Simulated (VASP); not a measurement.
# EuFe3 (Pm-3m) in VASP: a series of runs

Runs on EuFe3. Level: PBE. Tasks: single point.

Everything below comes from runs of VASP 6.6.1. Logs are shortened: lines on timing, memory, paths and dates and some standing lists are left out, and cuts for length are marked.

## (1) The cell of the first run

It takes space group Pm-3m (No. 221, cubic). The conventional cell has a = 3.889 Å, b = 3.889 Å, c = 3.889 Å, α = 90.00°, β = 90.00°, γ = 90.00°. Within 3.6 Å of Eu (site symmetry m-3m) lie 12 Fe at 2.75 Å. Within 3.6 Å of Fe (site symmetry 4/mmm) lie 4 Eu at 2.75 Å and 8 Fe at 2.75 Å.

## (2) Single point, PBE, collinear spin, ferrimagnetic start (14.70 Å³/atom)

INCAR reads:

```
SYSTEM = EuFe3
  PREC = Accurate
  ENCUT = 520
  EDIFF = 1E-6
  ISMEAR = 0
  SIGMA = 0.05
  LREAL = .False.
  LASPH = .True.
  NELM = 150
  ALGO = Normal
  ISIF = 2
  LWAVE = .False.
  LCHARG = .False.
  ISPIN = 2
  MAGMOM = 7.11 -2.66 -2.66 -2.66
  LORBIT = 11
  LMAXMIX = 6
  GGA = PE
  NBANDS = 32
```

KPOINTS reads:

```
Automatic mesh
0
Gamma
  8 8 8
  0 0 0
```

POSCAR reads:

```
EuFe3
1.0
    3.8888120673      0.0000000000      0.0000000000
    0.0000000000      3.8888120673      0.0000000000
    0.0000000000      0.0000000000      3.8888120673
Eu Fe
1 3
Direct
    0.0000000000      0.0000000000      0.0000000000
    0.0000000000      0.5000000000      0.5000000000
    0.5000000000      0.5000000000      0.0000000000
    0.5000000000      0.0000000000      0.5000000000
```

Potentials or basis: VASP PAW PBE potentials, release 64 (Eu, Fe).

Run with:

```sh
cat potpaw_PBE.64/Eu/POTCAR potpaw_PBE.64/Fe/POTCAR > POTCAR
mpirun -np 1 vasp_std > vasp.out
```

OUTCAR:

```text
SYSTEM = EuFe3
   PREC = Accurate
   ENCUT = 520
   EDIFF = 1E-6
   ISMEAR = 0
   LREAL = .False.
   LASPH = .True.
   NELM = 150
   ISIF = 2
   ISPIN = 2
   LORBIT = 11
   GGA = PE

 ion  position               nearest neighbor table
   1  0.000  0.000  0.000-   2 2.75   3 2.75   4 2.75   2 2.75   4 2.75   2 2.75   3 2.75   2 2.75
                             3 2.75   4 2.75   4 2.75   3 2.75
   2  0.000  0.500  0.500-   1 2.75   3 2.75   4 2.75   1 2.75   3 2.75   1 2.75   4 2.75   1 2.75
                             3 2.75   4 2.75   3 2.75   4 2.75
   3  0.500  0.500  0.000-   1 2.75   2 2.75   4 2.75   2 2.75   4 2.75   1 2.75   4 2.75   4 2.75
                             1 2.75   2 2.75   2 2.75   1 2.75
   4  0.500  0.000  0.500-   1 2.75   2 2.75   3 2.75   1 2.75   3 2.75   2 2.75   3 2.75   3 2.75
                             1 2.75   2 2.75   1 2.75   2 2.75

  LATTYP: Found a simple cubic cell.
 ALAT       =     3.8888120673

  Lattice vectors:

 A1 = (   3.8888120673,   0.0000000000,   0.0000000000)
 A2 = (   0.0000000000,   3.8888120673,   0.0000000000)
 A3 = (   0.0000000000,   0.0000000000,   3.8888120673)

Analysis of symmetry for initial positions (statically):
=====================================================================
 Subroutine PRICEL returns:
 Original cell was already a primitive cell.

 Routine SETGRP: Setting up the symmetry group for a
 simple cubic supercell.

 Subroutine GETGRP returns: Found 48 space group operations
 (whereof 48 operations were pure point group operations)
 out of a pool of 48 trial point group operations.

The static configuration has the point symmetry O_h .

Analysis of symmetry for dynamics (positions and initial velocities):
=====================================================================
 Subroutine PRICEL returns:
 Original cell was already a primitive cell.

 Routine SETGRP: Setting up the symmetry group for a
 simple cubic supercell.

 Subroutine GETGRP returns: Found 48 space group operations
 (whereof 48 operations were pure point group operations)
 out of a pool of 48 trial point group operations.

The dynamic configuration has the point symmetry O_h .

Analysis of structural, dynamic, and magnetic symmetry:
=====================================================================
 Subroutine PRICEL returns:
 Original cell was already a primitive cell.

 Routine SETGRP: Setting up the symmetry group for a
 simple cubic supercell.

 Subroutine GETGRP returns: Found 48 space group operations
 (whereof 48 operations were pure point group operations)
 out of a pool of 48 trial point group operations.

The overall configuration has the point symmetry O_h .

 Subroutine INISYM returns: Found 48 space group operations
 (whereof 48 operations are pure point group operations),
 and found     1 'primitive' translations

----------------------------------------------------------------------------------------

                                     Primitive cell

  volume of cell :      58.8100

  direct lattice vectors                    reciprocal lattice vectors
     3.888812067  0.000000000  0.000000000     0.257147937  0.000000000  0.000000000
     0.000000000  3.888812067  0.000000000     0.000000000  0.257147937  0.000000000
     0.000000000  0.000000000  3.888812067     0.000000000  0.000000000  0.257147937

  length of vectors
     3.888812067  3.888812067  3.888812067     0.257147937  0.257147937  0.257147937

  position of ions in fractional coordinates (direct lattice)
     0.000000000  0.000000000  0.000000000
     0.000000000  0.500000000  0.500000000
     0.500000000  0.500000000  0.000000000
     0.500000000  0.000000000  0.500000000

  ion indices of the primitive-cell ions
   primitive index   ion index
                 1           1
                 2           2
                 3           3
                 4           4

----------------------------------------------------------------------------------------

 KPOINTS: Automatic mesh

Automatic generation of k-mesh.
 Grid dimensions read from file:
 generate k-points for:    8    8    8

 Generating k-lattice:

  Cartesian coordinates                     Fractional coordinates (reciprocal lattice)
     0.032143492  0.000000000  0.000000000     0.125000000  0.000000000  0.000000000
     0.000000000  0.032143492  0.000000000     0.000000000  0.125000000  0.000000000
     0.000000000  0.000000000  0.032143492     0.000000000  0.000000000  0.125000000

  Length of vectors
     0.032143492  0.032143492  0.032143492

  Shift w.r.t. Gamma in fractional coordinates (k-lattice)
     0.000000000  0.000000000  0.000000000

 Subroutine IBZKPT returns following result:
 ===========================================

 Found     35 irreducible k-points:

 Following reciprocal coordinates:
            Coordinates               Weight
  0.000000  0.000000  0.000000      1.000000
  0.125000  0.000000  0.000000      6.000000
  0.250000  0.000000  0.000000      6.000000
  0.375000  0.000000  0.000000      6.000000
  0.500000  0.000000  0.000000      3.000000
  0.125000  0.125000  0.000000     12.000000
[... 16 lines left out ...]
  0.375000  0.375000  0.125000     24.000000
  0.500000  0.375000  0.125000     24.000000
 [... further k-points ...]
   k-points           NKPTS =     35   k-points in BZ     NKDIM =     35   number of bands    NBANDS=     32
   number of dos      NEDOS =    301   number of ions     NIONS =      4
   total plane-waves  NPLWV =  27000
   dimension x,y,z NGX =    30 NGY =   30 NGZ =   30
   dimension x,y,z NGXF=    60 NGYF=   60 NGZF=   60
   ions per type =               1   3
   NGX,Y,Z   is equivalent  to a cutoff of  12.82, 12.82, 12.82 a.u.
   NGXF,Y,Z  is equivalent  to a cutoff of  25.65, 25.65, 25.65 a.u.
 SYSTEM =  EuFe3
   PREC   = accura    normal or accurate (medium, high low for compatibility)
   ISTART =      0    job   : 0-new  1-cont  2-samecut
   ICHARG =      2    charge: 1-file 2-atom 10-const
   ISPIN  =      2    spin polarized calculation?
   LNONCOLLINEAR =      F non collinear calculations
   LSORBIT =      F    spin-orbit coupling
   LASPH  =      T    aspherical Exc in radial PAW
   ENCUT  =  520.0 eV  38.22 Ry    6.18 a.u.   7.23  7.23  7.23*2*pi/ulx,y,z
   NELM   =    150;   NELMIN=  2; NELMDL= -5     # of ELM steps
   EDIFF  = 0.1E-05   stopping-criterion for ELM
   LREAL  =      F    real-space projection
   EDIFFG = 0.1E-04   stopping-criterion for IOM
   NSW    =      0    number of steps for IOM
   IBRION =     -1    ionic relax: 0-MD 1-quasi-New 2-CG
   NFREE  =      0    steps in history (QN), initial steepest desc. (CG)
   ISIF   =      2    stress and relaxation
   ISYM   =      2    0-nonsym 1-usesym 2-fastsym
   POTIM  = 0.5000    time-step for ionic-motion
   TEBEG  =    0.0;   TEEND  =   0.0 temperature during run
   PSTRESS=    0.0 pullay stress
   NELECT =      41.0000    total number of electrons
   NUPDOWN=      -1.0000    fix difference up-down
   EMIN   =  10.00;   EMAX   =-10.00  energy-range for DOS
   EFERMI =   0.00;   METHOD = LEGACY
   ISMEAR =     0;   SIGMA  =   0.05  broadening in eV -4-tet -1-fermi 0-gaus
   EFERMI_NEDOS =   21; number of points for ismear=-14 and -15
   IALGO  =     38    algorithm
   IMIX   =      4    mixing-type and parameters
     AMIX     =   0.40;   BMIX     =  1.00
     AMIX_MAG =   1.60;   BMIX_MAG =  1.00
  volume/ion in A,a.u.               =      14.70        99.22
  Fermi-wavevector in a.u.,A,eV,Ry     =   1.451618  2.743161 28.670146  2.107196
  Thomas-Fermi vector in A             =   2.569095
   LORBIT       =     11    0 simple, 1 ext, 2 COOP (PROOUT), +10 PAW based schemes
   GGA     = PE    functional components
   LHFCALC =     F    Hartree Fock is set to
   AEXX    =    0.0000 exact exchange contribution
   IVDW    =     0    specifies the selected vdW correction
   LEPSILON=     F    determine dielectric tensor
   LRPA    =     F    only Hartree local field effects (RPA)
 spin polarized calculation
 Gauss-broadening in eV      SIGMA  =   0.05
  energy-cutoff  :      520.00
  volume of cell :       58.81
 maximum number of plane-waves:      1622
 NGX is ok and might be reduce to    30
   NGX = 15   NGY = 15   NGZ = 15

 number of electron      40.9999991 magnetization       0.1706079

 number of electron      40.9999990 magnetization      -0.2522326

 Free energy of the ion-electron system (eV)
  ---------------------------------------------------
  ext. energy  EPLUGINS =         0.00000000
  ---------------------------------------------------
  free energy    TOTEN  =       -34.19040097 eV

  energy without entropy =      -34.18039431  energy(sigma->0) =      -34.18539764

 E-fermi :   5.1619     XC(G=0): -12.3908

 val. band max:        5.1552534737   @ k =   0.3750   0.2500   0.0000
 cond. band min:       5.1624179862   @ k =   0.3750   0.3750   0.1250
 fundamental gap:      0.0071645125
 Fermi energy:         5.1618703144

 spin component 1

 k-point     1 :       0.0000    0.0000    0.0000
  band No.  band energies     occupation
      1     -35.7444      1.00000
      2     -14.4535      1.00000
      3     -14.4535      1.00000
      4     -14.4535      1.00000
      5      -1.6662      1.00000
      6       1.5176      1.00000
[... 24 lines left out ...]
     31       9.3368      0.00000
     32       9.3368      0.00000

 k-point     2 :       0.1250    0.0000    0.0000
  band No.  band energies     occupation
      1     -35.7418      1.00000
      2     -14.5132      1.00000
      3     -14.4547      1.00000
      4     -14.4547      1.00000
      5      -1.4422      1.00000
      6       1.6389      1.00000
[... 24 lines left out ...]
     31       9.2246      0.00000
     32       9.9574      0.00000
[... 733 lines left out ...]
     31       8.5719      0.00000
     32       8.7981      0.00000

 k-point    24 :       0.5000    0.3750    0.1250
  band No.  band energies     occupation
      1     -35.7144      1.00000
      2     -14.7663      1.00000
      3     -14.7141      1.00000
      4     -14.5000      1.00000
      5       1.4548      1.00000
      6       2.4307      1.00000
[... 24 lines left out ...]
     31       8.5152      0.00000
     32       8.7948      0.00000

 [... further k-points ...]

 spin component 2

 k-point     1 :       0.0000    0.0000    0.0000
  band No.  band energies     occupation
      1     -32.7833      1.00000
      2     -12.2795      1.00000
      3     -12.2795      1.00000
      4     -12.2795      1.00000
      5      -1.6312      1.00000
      6       0.6758      1.00000
[... 24 lines left out ...]
     31       9.9910      0.00000
     32       9.9910      0.00000

 k-point     2 :       0.1250    0.0000    0.0000
  band No.  band energies     occupation
      1     -32.7799      1.00000
      2     -12.3595      1.00000
      3     -12.2821      1.00000
      4     -12.2821      1.00000
      5      -1.4041      1.00000
      6       0.7874      1.00000
[... 24 lines left out ...]
     31       9.8112      0.00000
     32      10.1522      0.00000
[... 733 lines left out ...]
     31       9.2258      0.00000
     32       9.3781      0.00000

 k-point    24 :       0.5000    0.3750    0.1250
  band No.  band energies     occupation
      1     -32.7443      1.00000
      2     -12.6820      1.00000
      3     -12.6151      1.00000
      4     -12.3475      1.00000
      5       1.1833      1.00000
      6       1.7503      1.00000
[... 24 lines left out ...]
     31       9.1933      0.00000
     32       9.3182      0.00000

 [... further k-points ...]

------------------------ aborting loop because EDIFF is reached ----------------------------------------

  FORCE on cell =-STRESS in cart. coord.  units (eV):
  Direction    XX          YY          ZZ          XY          YZ          ZX
  --------------------------------------------------------------------------------------
  -------------------------------------------------------------------------------------
  Total        2.2141090      2.2141090      2.2141090     -0.0000000     -0.0000000      0.0000000
  in kB       60.3196349     60.3196349     60.3196349     -0.0000000     -0.0000000      0.0000000
  external PRESSURE =      60.3196349 kB  Pullay stress =       0.0000000 kB

 VOLUME and BASIS-vectors are now :
 -----------------------------------------------------------------------------
  energy-cutoff  :      520.00
  volume of cell :       58.81
      direct lattice vectors                 reciprocal lattice vectors
     3.888812067  0.000000000  0.000000000     0.257147937  0.000000000  0.000000000
     0.000000000  3.888812067  0.000000000     0.000000000  0.257147937  0.000000000
     0.000000000  0.000000000  3.888812067     0.000000000  0.000000000  0.257147937

 POSITION                                       TOTAL-FORCE (eV/Angst)
 -----------------------------------------------------------------------------------
      0.00000      0.00000      0.00000         0.000000      0.000000      0.000000
      0.00000      1.94441      1.94441         0.000000      0.000000      0.000000
      1.94441      1.94441      0.00000         0.000000      0.000000      0.000000
      1.94441      0.00000      1.94441         0.000000      0.000000      0.000000
 -----------------------------------------------------------------------------------
    total drift:                                0.000000      0.000000     -0.000000

  FREE ENERGIE OF THE ION-ELECTRON SYSTEM (eV)
  ---------------------------------------------------
  free  energy   TOTEN  =       -34.1904009745 eV

  energy  without entropy=      -34.1803943128  energy(sigma->0) =      -34.18539764

 total charge

# of ion       s       p       d       f       tot
--------------------------------------------------
    1        2.114   5.698   0.887   6.357  15.056
    2        0.463   0.369   6.246   0.000   7.078
    3        0.463   0.369   6.246   0.000   7.078
    4        0.463   0.369   6.246   0.000   7.078
--------------------------------------------------
tot          3.504   6.806  19.624   6.357  36.292

 magnetization (x)

# of ion       s       p       d       f       tot
--------------------------------------------------
    1        0.013  -0.073   0.290   6.223   6.452
    2        0.011   0.037  -2.413   0.000  -2.365
    3        0.011   0.037  -2.413   0.000  -2.365
    4        0.011   0.037  -2.413   0.000  -2.365
--------------------------------------------------
tot          0.045   0.038  -6.949   6.223  -0.642
```

Run time: 20 min. Hardware: 1 thread of Intel Xeon Platinum 8259CL at 2.50GHz (Skylake/Cascade Lake), shared host; peak memory 0.28 GiB.

What came out:

```
Free energy                                           : -34.1904 eV
Pressure                                              : 6.0 GPa
Net moment                                            : -0.25 μB per cell
Site moments                                          : Eu +6.45; Fe -2.37 μB
Valence electrons inside the program's atomic spheres : Eu 15.06; Fe 7.08
```

Levels at points of the mesh, in eV from the Fermi level:
Spin up:
```tsv
k point	band 19	band 20	band 21	band 22	band 23	band 24
(0.00, 0.00, 0.00)	-0.09	-0.09	-0.09	1.26	1.26	1.53
(0.50, 0.00, 0.00)	-0.39	-0.21	-0.21	0.55	0.57	0.77
(0.50, 0.50, 0.00)	-0.37	-0.26	-0.08	-0.08	-0.04	0.25
(0.50, 0.50, 0.50)	0.14	0.14	0.15	0.15	0.15	0.22
```
Spin down:
| k point | band 19 | band 20 | band 21 | band 22 | band 23 | band 24 |
| --- | --- | --- | --- | --- | --- | --- |
| (0.00, 0.00, 0.00) | -0.64 | -0.64 | 2.77 | 2.77 | 2.77 | 3.08 |
| (0.50, 0.00, 0.00) | -1.63 | -1.40 | -0.64 | 2.19 | 2.19 | 2.59 |
| (0.50, 0.50, 0.00) | -1.81 | -1.44 | -0.97 | 1.50 | 1.50 | 3.42 |
| (0.50, 0.50, 0.50) | -0.88 | -0.80 | 1.81 | 1.81 | 1.81 | 2.58 |

Caveat: the cell stands under pressure; spin-orbit coupling is left out, which moves the levels of the heavy elements; semilocal functionals describe open f shells poorly, which spoils levels, moments and volumes.

## (3) Single point, PBE, collinear spin, ferrimagnetic start (14.94 Å³/atom)

This run uses another cell than the first one, of 14.94 Å³/atom.

INCAR reads:

```
SYSTEM = EuFe3
ALGO = Normal
EDIFF = 1E-6
ENCUT = 520
GGA = PE
ISIF = 2
ISMEAR = 0
ISPIN = 2
LASPH = .TRUE.
LCHARG = .FALSE.
LMAXMIX = 6
LORBIT = 11
LREAL = .FALSE.
LWAVE = .FALSE.
MAGMOM = 7.13 -2.68 -2.68 -2.68
NBANDS = 32
NELM = 150
PREC = Accurate
SIGMA = 0.05
```

KPOINTS reads:

```
k-points
0
G
  8 8 8
  0 0 0
```

POSCAR reads:

```
EuFe3
1.0
    3.9092798762      0.0000000000      0.0000000000
    0.0000000000      3.9092798762      0.0000000000
    0.0000000000      0.0000000000      3.9092798762
Eu Fe
1 3
Direct
    0.0000000000      0.0000000000      0.0000000000
    0.0000000000      0.5000000000      0.5000000000
    0.5000000000      0.5000000000      0.0000000000
    0.5000000000      0.0000000000      0.5000000000
```

Potentials or basis: VASP PAW PBE potentials, release 64 (Eu, Fe).

Run with:

```sh
cat potpaw_PBE.64/Eu/POTCAR potpaw_PBE.64/Fe/POTCAR > POTCAR
mpirun -np 1 vasp_std > vasp.out
```

It took 14 min on 1 thread of Intel Xeon Platinum 8259CL at 2.50GHz (Skylake/Cascade Lake), shared host; peak memory 0.28 GiB.

The run converged. Its results:

- Free energy: -34.2202 eV
- Pressure: 4.2 GPa
- Net moment: -0.26 μB per cell
- Site moments: Eu +6.46; Fe -2.38 μB
- Valence electrons inside the program's atomic spheres: Eu 15.04; Fe 7.05

Levels at points of the mesh, in eV from the Fermi level:
Spin up:
| k point | band 19 | band 20 | band 21 | band 22 | band 23 | band 24 |
| --- | --- | --- | --- | --- | --- | --- |
| (0.00, 0.00, 0.00) | -0.08 | -0.08 | -0.08 | 1.25 | 1.25 | 1.51 |
| (0.50, 0.00, 0.00) | -0.38 | -0.21 | -0.21 | 0.54 | 0.58 | 0.76 |
| (0.50, 0.50, 0.00) | -0.35 | -0.26 | -0.08 | -0.08 | -0.05 | 0.26 |
| (0.50, 0.50, 0.50) | 0.15 | 0.15 | 0.17 | 0.17 | 0.17 | 0.22 |
Spin down:
| k point | band 19 | band 20 | band 21 | band 22 | band 23 | band 24 |
| --- | --- | --- | --- | --- | --- | --- |
| (0.00, 0.00, 0.00) | -0.68 | -0.68 | 2.75 | 2.75 | 2.75 | 3.02 |
| (0.50, 0.00, 0.00) | -1.67 | -1.43 | -0.68 | 2.17 | 2.17 | 2.56 |
| (0.50, 0.50, 0.00) | -1.82 | -1.45 | -0.96 | 1.41 | 1.41 | 3.39 |
| (0.50, 0.50, 0.50) | -0.92 | -0.78 | 1.75 | 1.75 | 1.75 | 2.52 |

Caveat: the cell stands under pressure; spin-orbit coupling is left out, which moves the levels of the heavy elements; semilocal functionals describe open f shells poorly, which spoils levels, moments and volumes. The state reached can hang on the start; a lower one may exist.

(Continued in part 2 of 2.)
